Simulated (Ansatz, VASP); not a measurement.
# One calculation of CuO, two programs

INCAR

```
PREC = Accurate ; ENCUT = 600
EDIFF = 1E-6 ; ISMEAR = -1
SIGMA = 0.05 ; LREAL = F
LASPH = T ; NELM = 80
ALGO = Normal ; ISIF = 3
LWAVE = F ; LCHARG = F
GGA = B5 ; ALDAX = 1.0
AGGAX = 1.0 ; AGGAC = 1.0
ALDAC = 0.0 ; IVDW = 12
VDW_S6 = 1.0 ; VDW_S8 = 2.6996
VDW_A1 = 0.4298 ; VDW_A2 = 4.2359
IBRION = 2 ; NSW = 60
EDIFFG = -0.01
```

The input KPOINTS:

```
regular mesh
0
Gamma
  9 9 5
```

The input POSCAR:

```
CuO
1.0
    3.2880244300      0.0000000000      0.0000000000
   -1.6440122100      2.8475126800      0.0000000000
    0.0000000000      0.0000000000      5.3850248600
Cu O
2 2
Direct
    0.6666666667      0.3333333333      0.0000000000
    0.3333333333      0.6666666667      0.5000000000
    0.6666666667      0.3333333333      0.6252000000
    0.3333333333      0.6666666667      0.1252000000
```

Contents of input.yaml:

```yaml
crystal:
  lattice:
    - [3.28802443, 0.0, 0.0]
    - [-1.64401221, 2.84751268, 0.0]
    - [0.0, 0.0, 5.38502486]
  atoms:
    - { symbol: Cu, position: [0.6666666667, 0.3333333333, 0.0] }
    - { symbol: Cu, position: [0.3333333333, 0.6666666667, 0.5] }
    - { symbol: O, position: [0.6666666667, 0.3333333333, 0.6252] }
    - { symbol: O, position: [0.3333333333, 0.6666666667, 0.1252] }
hamiltonian:
  xc: blyp
  pseudopotentials: { kind: paw }
  dispersion: d3bj
kpoints:
  mp_grid: { grid: [9, 9, 5] }
scf:
  occupations: { method: fermi_dirac, width: 0.05 }
output:
  forces: true
  stress: true
  eigenvalues: true
  write_density: true
  write_potential: true
  elf: true
  volumetric_format: npy
relax:
  f_tol: 0.01
  max_steps: 40
  cell: { stress_tol: 0.05 }
```

Alike in both runs: task relaxation of cell and atoms; functional BLYP; dispersion D3(BJ); k mesh 9 × 9 × 5; occupations fermi-dirac, width 0.05 eV; no spin polarisation.

|  | VASP | Ansatz |
| --- | --- | --- |
| version | VASP 6.6.1 | Ansatz 0.2.0 |
| potentials or method | VASP PAW PBE potentials, release 64 (Cu, O) | Ansatz PAW |
| plane-wave cutoff (eV) | 600 | 420 |
| valence electrons in the cell | 34 | 50 |

|  | VASP | Ansatz | Ansatz less VASP |
| --- | --- | --- | --- |
| gap on the k mesh at the Fermi level, each at its own relaxed structure (eV) | none | none | - |
| relaxed volume (Å³/atom) | 11.38 | 11.34 | -0.042 |
| relaxed length of the cell vector where the two differ most in proportion (Å) | 5.395 | 5.387 | -0.0080 |

VASP's potentials were made for PBE, not for BLYP. A gap of «none» marks a metal or a gap that the smearing closes. VASP's potentials hold 34 valence electrons a cell and Ansatz's 50, so a difference there can come from the potentials and not from the codes.

Noted on Ansatz's run: the plane-wave basis is chosen anew once the cell has moved, so the energies of steps on either side of that aren't comparable.
